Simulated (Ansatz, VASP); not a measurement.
## One calculation of SiNi, two programs

INCAR

```
SYSTEM = SiNi
PREC = Accurate ; ENCUT = 520
EDIFF = 1E-7 ; ISMEAR = -1
SIGMA = 0.08 ; LREAL = .FALSE.
LASPH = .TRUE. ; NELM = 80
ALGO = Normal ; ISIF = 2
LWAVE = .FALSE. ; LCHARG = .FALSE.
GGA = PE ; NBANDS = 14
```

File KPOINTS:

```
regular mesh
0
G
  14 14 14
  0 0 0
```

POSCAR

```
SiNi
1.0
    0.0000000000      2.1245918887      2.1245918887
    2.1245918887      0.0000000000      2.1245918887
    2.1245918887      2.1245918887      0.0000000000
Ni Si
1 1
Direct
    0.0000000000      0.0000000000      0.0000000000
    0.5000000000      0.5000000000      0.5000000000
```

Input for Ansatz:

```yaml
crystal:
  lattice:
    - [0.0, 2.1245918887, 2.1245918887]
    - [2.1245918887, 0.0, 2.1245918887]
    - [2.1245918887, 2.1245918887, 0.0]
  atoms:
    - { symbol: Ni, position: [0.0, 0.0, 0.0] }
    - { symbol: Si, position: [0.5, 0.5, 0.5] }
kpoints:
  mp_grid: { grid: [14, 14, 14] }
scf:
  occupations: { method: fermi_dirac, width: 0.08 }
hamiltonian:
  xc: pbe
  pseudopotentials: { kind: nc }
output:
  forces: true
  stress: true
  eigenvalues: true
```

Change from the starting cell: volume scaled by 0.72, norm-conserving files.

Alike in both runs: task single point; functional PBE; k mesh 14 × 14 × 14; occupations fermi-dirac, width 0.08 eV; no spin polarisation.

```csv
,VASP,Ansatz
version,VASP 6.6.1,Ansatz 0.2.0
potentials or method,"VASP PAW PBE potentials, release 64 (Ni, Si)",scalar-relativistic
plane-wave cutoff (eV),520,1400
valence electrons in the cell,14,22
```

Ansatz gave:

```
pressure (GPa) : 95.8
```

**Question.** What did VASP give for the same quantities?

**Answer.** Pressure (GPa): 95.7.

Both programs put the cell under a high pressure, so it lies far from rest at this level. VASP's potentials hold 14 valence electrons a cell and Ansatz's 22, so a difference there can come from the potentials and not from the codes.

Noted on VASP's run: the cell as given lies far from equilibrium.
